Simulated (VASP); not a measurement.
Crystal: La.

```
CELL_PARAMETERS angstrom
3.77484 0.00000 0.00000
-1.88742 3.26910 0.00000
0.00000 0.00000 6.11020
ATOMIC_POSITIONS crystal
La 0.66667 0.33333 0.75000
La 0.33333 0.66667 0.25000
```

Base run:

- Program: VASP 6.6.1
- Functional: r2SCAN
- Potentials or basis: VASP PAW PBE potentials, release 64 (La)
- Cutoff: 520 eV
- k mesh: 8 × 8 × 5
- Occupations: fermi-dirac, width 0.05 eV
- Spin: no spin polarisation

Its results: band gap on the k mesh zero (band 11 reaches 9.12 eV, above the bottom of band 12 at 7.66 eV); pressure 0.4 GPa.

**Question.** The run is repeated on the same cell with these changes: functional from r2SCAN to PBEsol. What comes out?

**Answer.** Band gap on the k mesh zero (band 11 reaches 8.68 eV, above the bottom of band 12 at 7.39 eV); pressure -1.9 GPa.

Caveats: the PAW data sets were made with another functional, which shifts forces and pressure a little; spin-orbit coupling is left out, which moves the levels of the heavy elements.
